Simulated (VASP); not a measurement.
# AgCl (P4/mmm) in VASP: further runs

Runs on AgCl. Level: LDA. Tasks: single point.

Everything below comes from runs of VASP 6.6.1. Logs are shortened: lines on timing, memory, paths and dates and some standing lists are left out, and cuts for length are marked.

### 1 The cell of the first run

It takes space group P4/mmm (No. 123, tetragonal). The conventional cell has a = 3.434 Å, b = 3.434 Å, c = 3.468 Å, α = 90.00°, β = 90.00°, γ = 90.00°. Within 3.9 Å of Ag (site symmetry 4/mmm) lie 8 Cl at 2.98 Å and 6 Ag at 3.43 to 3.47 Å. Within 3.9 Å of Cl (site symmetry 4/mmm) lie 8 Ag at 2.98 Å and 6 Cl at 3.43 to 3.47 Å.

### 2 Single point, LDA (strain +0.0100 x Voigt [0, 1, 0, 0, 0, 0])

Input file INCAR:

```
PREC     = Accurate       # precision mode
ENCUT    = 520            # plane-wave cutoff, eV
EDIFF    = 1E-7           # SCF threshold, eV
ISMEAR   = 0              # smearing method
SIGMA    = 0.03           # smearing width, eV
LREAL    = F              # projectors in reciprocal space
LASPH    = T              # aspherical terms in the spheres
NELM     = 100            # most SCF steps
ALGO     = Normal         # electronic algorithm
ISIF     = 2              # what is computed and relaxed
LWAVE    = F              # write WAVECAR
LCHARG   = F              # write CHGCAR
NBANDS   = 16             # bands
```

Input file KPOINTS:

```
Automatic mesh
0
Gamma
  10 10 10
```

Input file POSCAR:

```
AgCl
1.0
    3.4339730000      0.0000000000      0.0000000000
    0.0000000000      3.4683127300      0.0000000000
    0.0000000000      0.0000000000      3.4339730000
Ag Cl
1 1
Direct
    0.0000000000      0.0000000000      0.0000000000
    0.5000000000      0.5000000000      0.5000000000
```

Potentials or basis: VASP PAW LDA potentials, release 64 (Ag, Cl).

Run with:

```
$ cat potpaw_LDA.64/Ag/POTCAR potpaw_LDA.64/Cl/POTCAR > POTCAR
$ mpirun -np 1 vasp_std > vasp.out
```

OUTCAR:

```text
PREC = Accurate
   ENCUT = 520
   EDIFF = 1E-7
   ISMEAR = 0
   LREAL = F
   LASPH = T
   NELM = 100
   ISIF = 2

 ion  position               nearest neighbor table
   1  0.000  0.000  0.000-   2 2.98   2 2.98   2 2.98   2 2.98   2 2.98   2 2.98   2 2.98   2 2.98

   2  0.500  0.500  0.500-   1 2.98   1 2.98   1 2.98   1 2.98   1 2.98   1 2.98   1 2.98   1 2.98

  LATTYP: Found a simple tetragonal cell.
 ALAT       =     3.4339730000
 C/A-ratio  =     1.0100000000

  Lattice vectors:

 A1 = (  -3.4339730000,   0.0000000000,   0.0000000000)
 A2 = (   0.0000000000,   0.0000000000,   3.4339730000)
 A3 = (   0.0000000000,   3.4683127300,   0.0000000000)

Analysis of symmetry for initial positions (statically):
=====================================================================
 Subroutine PRICEL returns:
 Original cell was already a primitive cell.

 Routine SETGRP: Setting up the symmetry group for a
 simple tetragonal supercell.

 Subroutine GETGRP returns: Found 16 space group operations
 (whereof 16 operations were pure point group operations)
 out of a pool of 16 trial point group operations.

The static configuration has the point symmetry D_4h.

Analysis of symmetry for dynamics (positions and initial velocities):
=====================================================================
 Subroutine PRICEL returns:
 Original cell was already a primitive cell.

 Routine SETGRP: Setting up the symmetry group for a
 simple tetragonal supercell.

 Subroutine GETGRP returns: Found 16 space group operations
 (whereof 16 operations were pure point group operations)
 out of a pool of 16 trial point group operations.

The dynamic configuration has the point symmetry D_4h.

 Subroutine INISYM returns: Found 16 space group operations
 (whereof 16 operations are pure point group operations),
 and found     1 'primitive' translations

----------------------------------------------------------------------------------------

                                     Primitive cell

  volume of cell :      40.8989

  direct lattice vectors                    reciprocal lattice vectors
     3.433973000  0.000000000  0.000000000     0.291207881  0.000000000  0.000000000
     0.000000000  3.468312730  0.000000000     0.000000000  0.288324634  0.000000000
     0.000000000  0.000000000  3.433973000     0.000000000  0.000000000  0.291207881

  length of vectors
     3.433973000  3.468312730  3.433973000     0.291207881  0.288324634  0.291207881

  position of ions in fractional coordinates (direct lattice)
     0.000000000  0.000000000  0.000000000
     0.500000000  0.500000000  0.500000000

  ion indices of the primitive-cell ions
   primitive index   ion index
                 1           1
                 2           2

----------------------------------------------------------------------------------------

 KPOINTS: Automatic mesh

Automatic generation of k-mesh.
 Grid dimensions read from file:
 generate k-points for:   10   10   10

 Generating k-lattice:

  Cartesian coordinates                     Fractional coordinates (reciprocal lattice)
     0.029120788  0.000000000  0.000000000     0.100000000  0.000000000  0.000000000
     0.000000000  0.028832463  0.000000000     0.000000000  0.100000000  0.000000000
     0.000000000  0.000000000  0.029120788     0.000000000  0.000000000  0.100000000

  Length of vectors
     0.029120788  0.028832463  0.029120788

  Shift w.r.t. Gamma in fractional coordinates (k-lattice)
     0.000000000  0.000000000  0.000000000

 Subroutine IBZKPT returns following result:
 ===========================================

 Found    126 irreducible k-points:

 Following reciprocal coordinates:
            Coordinates               Weight
  0.000000  0.000000  0.000000      1.000000
  0.100000  0.000000  0.000000      4.000000
  0.200000  0.000000  0.000000      4.000000
  0.300000  0.000000  0.000000      4.000000
  0.400000  0.000000  0.000000      4.000000
  0.500000  0.000000  0.000000      2.000000
[... 16 lines left out ...]
  0.400000  0.300000  0.000000      8.000000
  0.500000  0.300000  0.000000      4.000000
 [... further k-points ...]
   k-points           NKPTS =    126   k-points in BZ     NKDIM =    126   number of bands    NBANDS=     16
   number of dos      NEDOS =    301   number of ions     NIONS =      2
   total plane-waves  NPLWV =  21952
   dimension x,y,z NGX =    28 NGY =   28 NGZ =   28
   dimension x,y,z NGXF=    56 NGYF=   56 NGZF=   56
   ions per type =               1   1
   NGX,Y,Z   is equivalent  to a cutoff of  13.56, 13.42, 13.56 a.u.
   NGXF,Y,Z  is equivalent  to a cutoff of  27.11, 26.84, 27.11 a.u.
 SYSTEM =  unknown system
   PREC   = accura    normal or accurate (medium, high low for compatibility)
   ISTART =      0    job   : 0-new  1-cont  2-samecut
   ICHARG =      2    charge: 1-file 2-atom 10-const
   ISPIN  =      1    spin polarized calculation?
   LNONCOLLINEAR =      F non collinear calculations
   LSORBIT =      F    spin-orbit coupling
   LASPH  =      T    aspherical Exc in radial PAW
   ENCUT  =  520.0 eV  38.22 Ry    6.18 a.u.   6.38  6.45  6.38*2*pi/ulx,y,z
   NELM   =    100;   NELMIN=  2; NELMDL= -5     # of ELM steps
   EDIFF  = 0.1E-06   stopping-criterion for ELM
   LREAL  =      F    real-space projection
   EDIFFG = 0.1E-05   stopping-criterion for IOM
   NSW    =      0    number of steps for IOM
   IBRION =     -1    ionic relax: 0-MD 1-quasi-New 2-CG
   NFREE  =      0    steps in history (QN), initial steepest desc. (CG)
   ISIF   =      2    stress and relaxation
   ISYM   =      2    0-nonsym 1-usesym 2-fastsym
   POTIM  = 0.5000    time-step for ionic-motion
   TEBEG  =    0.0;   TEEND  =   0.0 temperature during run
   PSTRESS=    0.0 pullay stress
   NELECT =      18.0000    total number of electrons
   NUPDOWN=      -1.0000    fix difference up-down
   EMIN   =  10.00;   EMAX   =-10.00  energy-range for DOS
   EFERMI =   0.00;   METHOD = LEGACY
   ISMEAR =     0;   SIGMA  =   0.03  broadening in eV -4-tet -1-fermi 0-gaus
   EFERMI_NEDOS =   21; number of points for ismear=-14 and -15
   IALGO  =     38    algorithm
   IMIX   =      4    mixing-type and parameters
     AMIX     =   0.40;   BMIX     =  1.00
     AMIX_MAG =   1.60;   BMIX_MAG =  1.00
  volume/ion in A,a.u.               =      20.45       138.00
  Fermi-wavevector in a.u.,A,eV,Ry     =   1.245265  2.353209 21.098338  1.550684
  Thomas-Fermi vector in A             =   2.379495
   LORBIT       =      0    0 simple, 1 ext, 2 COOP (PROOUT), +10 PAW based schemes
   GGA     = CA    functional components
   LHFCALC =     F    Hartree Fock is set to
   AEXX    =    0.0000 exact exchange contribution
   IVDW    =     0    specifies the selected vdW correction
   LEPSILON=     F    determine dielectric tensor
   LRPA    =     F    only Hartree local field effects (RPA)
 non-spin polarized calculation
 Gauss-broadening in eV      SIGMA  =   0.03
  energy-cutoff  :      520.00
  volume of cell :       40.90
 maximum number of plane-waves:      1126
 NGX is ok and might be reduce to    28
   NGX = 13   NGY = 13   NGZ = 13

 number of electron      17.9999999 magnetization

 Free energy of the ion-electron system (eV)
  ---------------------------------------------------
  ext. energy  EPLUGINS =         0.00000000
  ---------------------------------------------------
  free energy    TOTEN  =        -6.37865601 eV

  energy without entropy =       -6.37865601  energy(sigma->0) =       -6.37865601

 E-fermi :   3.7205     XC(G=0): -10.7791

 val. band max:        3.5619353572   @ k =   0.0000   0.5000   0.0000
 cond. band min:       3.8553957662   @ k =   0.0000   0.0000   0.0000
 fundamental gap:      0.2934604091
 Fermi energy:         3.7204748331

 k-point     1 :       0.0000    0.0000    0.0000
  band No.  band energies     occupation
      1     -10.8768      2.00000
      2       0.7663      2.00000
      3       0.7831      2.00000
      4       1.7138      2.00000
      5       1.7138      2.00000
      6       1.7249      2.00000
[... 8 lines left out ...]
     15      16.8692      0.00000
     16      19.8748      0.00000

 k-point     2 :       0.1000    0.0000    0.0000
  band No.  band energies     occupation
      1     -10.8353      2.00000
      2       0.6735      2.00000
      3       0.7934      2.00000
      4       1.4339      2.00000
      5       1.4764      2.00000
      6       1.6983      2.00000
[... 8 lines left out ...]
     15      16.6073      0.00000
     16      19.8350      0.00000

 k-point     3 :       0.2000    0.0000    0.0000
  band No.  band energies     occupation
      1     -10.7226      2.00000
      2       0.0748      2.00000
      3       0.8296      2.00000
      4       1.1055      2.00000
      5       1.1595      2.00000
      6       1.5473      2.00000
[... 8 lines left out ...]
     15      16.6763      0.00000
     16      19.7319      0.00000

 k-point     4 :       0.3000    0.0000    0.0000
  band No.  band energies     occupation
      1     -10.5748      2.00000
      2      -0.7167      2.00000
      3       0.8509      2.00000
      4       0.8757      2.00000
      5       0.9100      2.00000
      6       1.7475      2.00000
[... 8 lines left out ...]
     15      17.8870      0.00000
     16      19.6060      0.00000

 k-point     5 :       0.4000    0.0000    0.0000
  band No.  band energies     occupation
      1     -10.4473      2.00000
      2      -1.2878      2.00000
      3       0.6908      2.00000
      4       0.7524      2.00000
      5       0.9135      2.00000
      6       1.7604      2.00000
[... 8 lines left out ...]
     15      19.2244      0.00000
     16      19.5053      0.00000

 k-point     6 :       0.5000    0.0000    0.0000
  band No.  band energies     occupation
      1     -10.3966      2.00000
      2      -1.4931      2.00000
      3       0.6362      2.00000
      4       0.6986      2.00000
      5       0.9282      2.00000
      6       1.7654      2.00000
[... 8 lines left out ...]
     15      19.0082      0.00000
     16      19.4671      0.00000

 k-point     7 :       0.0000    0.1000    0.0000
  band No.  band energies     occupation
      1     -10.8372      2.00000
      2       0.6631      2.00000
      3       0.7794      2.00000
      4       1.4673      2.00000
      5       1.4673      2.00000
      6       1.6459      2.00000
[... 8 lines left out ...]
     15      16.4713      0.00000
     16      19.9462      0.00000

 k-point     8 :       0.1000    0.1000    0.0000
  band No.  band energies     occupation
      1     -10.7967      2.00000
      2       0.6704      2.00000
      3       0.7006      2.00000
      4       1.1327      2.00000
      5       1.3712      2.00000
      6       1.6924      2.00000
[... 8 lines left out ...]
     15      16.9771      0.00000
     16      19.3374      0.00000

 k-point     9 :       0.2000    0.1000    0.0000
  band No.  band energies     occupation
      1     -10.6871      2.00000
      2       0.0898      2.00000
      3       0.7213      2.00000
      4       1.0365      2.00000
      5       1.1498      2.00000
      6       1.6864      2.00000
[... 8 lines left out ...]
     15      17.1517      0.00000
     16      19.0622      0.00000
[... 172 lines left out ...]
 k-point    19 :       0.0000    0.3000    0.0000
  band No.  band energies     occupation
      1     -10.5897      2.00000
      2      -0.7462      2.00000
      3       0.8574      2.00000
      4       0.9025      2.00000
      5       0.9025      2.00000
      6       1.7463      2.00000
[... 8 lines left out ...]
     15      17.7215      0.00000
     16      19.7150      0.00000

 k-point    20 :       0.1000    0.3000    0.0000
  band No.  band energies     occupation
      1     -10.5564      2.00000
      2      -0.6796      2.00000
      3       0.7298      2.00000
      4       0.9329      2.00000
      5       0.9789      2.00000
      6       1.7116      2.00000
[... 8 lines left out ...]
     15      17.9556      0.00000
     16      19.1291      0.00000

 k-point    21 :       0.2000    0.3000    0.0000
  band No.  band energies     occupation
      1     -10.4669      2.00000
      2      -0.5198      2.00000
      3       0.4847      2.00000
      4       1.0100      2.00000
      5       1.0698      2.00000
      6       1.6126      2.00000
[... 8 lines left out ...]
     15      18.2103      0.00000
     16      18.2670      0.00000

 k-point    22 :       0.3000    0.3000    0.0000
  band No.  band energies     occupation
      1     -10.3511      2.00000
      2      -0.4347      2.00000
      3       0.2457      2.00000
      4       1.0867      2.00000
      5       1.1209      2.00000
      6       1.5344      2.00000
[... 8 lines left out ...]
     15      17.7451      0.00000
     16      18.6080      0.00000

 k-point    23 :       0.4000    0.3000    0.0000
  band No.  band energies     occupation
      1     -10.2527      2.00000
      2      -0.5970      2.00000
      3       0.2364      2.00000
      4       1.1087      2.00000
      5       1.1123      2.00000
      6       1.5325      2.00000
[... 8 lines left out ...]
     15      17.6944      0.00000
     16      19.4811      0.00000

 k-point    24 :       0.5000    0.3000    0.0000
  band No.  band energies     occupation
      1     -10.2140      2.00000
      2      -0.7059      2.00000
      3       0.2688      2.00000
      4       1.1040      2.00000
      5       1.1060      2.00000
      6       1.5506      2.00000
[... 8 lines left out ...]
     15      17.7913      0.00000
     16      19.8172      0.00000

 [... further k-points ...]
[... 5 lines left out ...]
  --------------------------------------------------------------------------------------
  -------------------------------------------------------------------------------------
  Total       -1.9877589     -2.0987884     -1.9877589      0.0000000      0.0000000      0.0000000
  in kB      -77.8685863    -82.2180629    -77.8685863      0.0000000      0.0000000      0.0000000
  external PRESSURE =     -79.3184118 kB  Pullay stress =       0.0000000 kB

 VOLUME and BASIS-vectors are now :
 -----------------------------------------------------------------------------
  energy-cutoff  :      520.00
  volume of cell :       40.90
      direct lattice vectors                 reciprocal lattice vectors
     3.433973000  0.000000000  0.000000000     0.291207881  0.000000000  0.000000000
     0.000000000  3.468312730  0.000000000     0.000000000  0.288324634  0.000000000
     0.000000000  0.000000000  3.433973000     0.000000000  0.000000000  0.291207881

 POSITION                                       TOTAL-FORCE (eV/Angst)
 -----------------------------------------------------------------------------------
      0.00000      0.00000      0.00000         0.000000      0.000000      0.000000
      1.71699      1.73416      1.71699         0.000000      0.000000      0.000000
 -----------------------------------------------------------------------------------
    total drift:                               -0.000000      0.000000      0.000000

  FREE ENERGIE OF THE ION-ELECTRON SYSTEM (eV)
  ---------------------------------------------------
  free  energy   TOTEN  =        -6.3786560084 eV

  energy  without entropy=       -6.3786560084  energy(sigma->0) =       -6.37865601
```

Wall time 97 s (1 thread of Intel Xeon 8259CL, shared host); peak memory 0.2 GiB.

Results:

| Quantity | Value |
| --- | --- |
| Free energy | -6.3787 eV |
| Pressure | -7.9 GPa |
| Band gap on the k mesh | 0.29 eV, indirect (least direct gap 1.75 eV) |

Stress tensor (GPa, compression positive):
```
-7.79  0.00  0.00
 0.00 -8.22  0.00
 0.00  0.00 -7.79
```

Caveat: the cell differs from its parent crystal (strain +0.0100 x Voigt [0, 1, 0, 0, 0, 0]). A k mesh can miss the band edges.

### 3 Single point, LDA (strain +0.0300 x Voigt [0, 1, 0, 0, 0, 0])

Input file INCAR:

```
SYSTEM = AgCl
  PREC = Accurate
  ENCUT = 520
  EDIFF = 1E-6
  ISMEAR = 0
  SIGMA = 0.03
  LREAL = .FALSE.
  LASPH = .TRUE.
  NELM = 60
  ALGO = Normal
  ISIF = 2
  LWAVE = .FALSE.
  LCHARG = .FALSE.
  NBANDS = 16
```

Input file KPOINTS:

```
regular mesh
0
G
  10 10 10
  0 0 0
```

POSCAR, as its differences from that of step 2:

```diff
@@ -3,3 +3,3 @@
     3.4339730000      0.0000000000      0.0000000000
-    0.0000000000      3.4683127300      0.0000000000
+    0.0000000000      3.5369921900      0.0000000000
     0.0000000000      0.0000000000      3.4339730000
```

Potentials or basis: VASP PAW LDA potentials, release 64 (Ag, Cl).

Run with:

```
$ cat potpaw_LDA.64/Ag/POTCAR potpaw_LDA.64/Cl/POTCAR > POTCAR
$ mpirun -np 1 vasp_std > vasp.out
```

Wall time 92 s (1 thread of Intel Xeon 8259CL, shared host); peak memory 0.2 GiB.

Results (log left out):

| Item | Value |
| --- | --- |
| Free energy | -6.3346 eV |
| Pressure | -8.5 GPa |
| Band gap on the k mesh | 0.27 eV, indirect (least direct gap 1.62 eV) |

Stress tensor (GPa, compression positive):
```
-8.10  0.00  0.00
 0.00 -9.34  0.00
 0.00  0.00 -8.10
```

Levels at points of the mesh, in eV from the valence-band top:
```tsv
k point	band 5	band 6	band 7	band 8	band 9	band 10	band 11	band 12	band 13	band 14
(0.00, 0.00, 0.00)	-1.83	-1.80	-1.62	-1.35	-1.35	0.27	9.20	9.39	12.77	13.25
(0.50, 0.00, 0.00)	-2.57	-1.78	-1.43	-0.06	-0.01	4.53	5.18	9.33	9.39	10.03
(0.00, 0.50, 0.00)	-2.63	-1.76	-1.54	0.00	0.00	4.71	5.07	9.35	9.90	9.90
(0.50, 0.50, 0.00)	-2.12	-2.10	-2.06	-1.55	-0.77	2.46	8.41	8.74	10.43	13.62
(0.50, 0.00, 0.50)	-2.19	-2.14	-2.14	-1.51	-0.94	2.72	8.43	8.43	10.34	13.33
(0.50, 0.50, 0.50)	-1.54	-1.50	-0.25	-0.25	-0.19	4.57	4.57	4.65	6.28	16.45
```

Caveat: the cell differs from its parent crystal (strain +0.0300 x Voigt [0, 1, 0, 0, 0, 0]). A k mesh can miss the band edges.
